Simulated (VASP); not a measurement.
Here is a VASP 6.6.1 calculation.

Contents of POSCAR:

```
BeS
1.0
    0.0000000000      2.4351520000      2.4351520000
    2.4351520000      0.0000000000      2.4351520000
    2.4351520000      2.4351520000      0.0000000000
Be S
1 1
Direct
    0.0000000000      0.0000000000      0.0000000000
    0.7500000000      0.7500000000      0.7500000000
```

The input INCAR.step1:

```
SYSTEM = BeS
PREC = Accurate
ENCUT = 660
ISMEAR = 0
SIGMA = 0.02
LREAL = .FALSE.
LASPH = .TRUE.
NELM = 120
GGA = PE
ALGO = Normal
EDIFF = 1E-5
LWAVE = .TRUE.
LCHARG = .FALSE.
GGA_COMPAT = .FALSE.
IBRION = 2
ISIF = 3
EDIFFG = -0.005
NELMIN = 4
NSW = 100
```

File INCAR.step2:

```
SYSTEM = BeS
PREC = Accurate
ENCUT = 660
EDIFF = 1E-7
ISMEAR = 0
SIGMA = 0.02
LREAL = .FALSE.
LASPH = .TRUE.
NELM = 120
ALGO = Normal
ISIF = 3
LWAVE = .FALSE.
LCHARG = .FALSE.
METAGGA = R2SCAN
LMIXTAU = .TRUE.
IBRION = 2
NSW = 70
EDIFFG = -0.02
ISTART = 1
GGA_COMPAT = .FALSE.
NELMIN = 4
```

Contents of KPOINTS:

```
regular mesh
0
G
  8 8 8
  0 0 0
```

Potentials or basis: VASP PAW PBE potentials, release 64 (Be, S).

Run with:

```console
$ cat potpaw_PBE.64/Be/POTCAR potpaw_PBE.64/S/POTCAR > POTCAR
$ cp INCAR.step1 INCAR
$ mpirun -np 1 vasp_std > vasp.out
$ cp INCAR.step2 INCAR
$ mpirun -np 1 vasp_std > vasp.out
```

Question: What does it give for the band gap on the k mesh?

Answer: 3.60 eV (least direct gap 6.26 eV).

Final structure:
```
CELL_PARAMETERS angstrom
0.00000 2.43515 2.43515
2.43515 0.00000 2.43515
2.43515 2.43515 0.00000
ATOMIC_POSITIONS crystal
Be 0.00000 0.00000 0.00000
S 0.75000 0.75000 0.75000
```

Caveat: the relaxation stopped at its first step, so nothing moved. A k mesh can miss the band edges.
